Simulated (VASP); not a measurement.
# CsO: single point with LDA

Crystal: CsO.

```
Cs O
1.0
    -2.16100    3.21500    3.85246
     2.16100   -3.21500    3.85246
     2.16100    3.21500   -3.85246
Cs O
2 2
Direct
  0.25000 0.25000 0.00000
  0.75000 0.75000 0.00000
  0.62000 0.00000 0.62000
  0.38000 0.00000 0.38000
```

This cell differs from its parent crystal: strain +0.000 along x and y, +0.025 along z.

| Quantity | Value |
| --- | --- |
| Program | VASP 6.6.1 |
| Task | single point |
| Functional | LDA |
| Potentials or basis | VASP PAW LDA potentials, release 64 (Cs_sv, O) |
| Cutoff | 520 eV |
| k mesh | 8 × 8 × 8 |
| Occupations | gaussian, width 0.05 eV |
| Spin | no spin polarisation |
| Dipole correction | no |
| Further INCAR settings | ALGO = Normal; EDIFF = 1e-06; NBANDS = 23 |

- Pressure: -4.0 GPa
- Largest force: 1.092 eV/Å
- Band gap on the k mesh: 1.53 eV (least direct gap 1.66 eV)

Forces in eV/Å, atoms in the order of the input:
```
Cs   0.000  0.000  0.297
Cs   0.000  0.000 -0.297
O    0.000 -1.092  0.000
O    0.000  1.092  0.000
```

Stress tensor (GPa, compression positive):
```
-2.95  0.00  0.00
 0.00 -4.94  0.00
 0.00  0.00 -4.25
```

Levels at points of the mesh, in eV from the valence-band top:
| k point | band 13 | band 14 | band 15 | band 16 | band 17 | band 18 |
| --- | --- | --- | --- | --- | --- | --- |
| (0.00, 0.00, 0.00) | -3.55 | -0.63 | 0.00 | 1.67 | 1.98 | 2.88 |
| (0.50, 0.00, 0.00) | -3.42 | -0.45 | -0.44 | 2.29 | 3.47 | 3.60 |
| (0.00, 0.50, 0.00) | -3.15 | -0.74 | -0.36 | 2.78 | 3.01 | 4.86 |
| (0.50, 0.50, 0.00) | -3.21 | -0.78 | -0.69 | 2.57 | 2.94 | 3.17 |
| (0.50, 0.50, 0.50) | -3.29 | -0.62 | -0.36 | 1.92 | 3.17 | 3.49 |

Wall time 3.3 min on 1 thread of Intel(R) Xeon(R) Platinum 8488C (Sapphire Rapids), on a shared host, peak memory 0.34 GiB.

Caveat: the cell differs from its parent crystal (strain +0.000 along x and y, +0.025 along z); the cell stands under tension; spin-orbit coupling is left out, which moves the levels of the heavy elements; forces of over 1 eV/Å act on the atoms, so gaps and moduli don't describe the material at rest. A k mesh can miss the band edges.
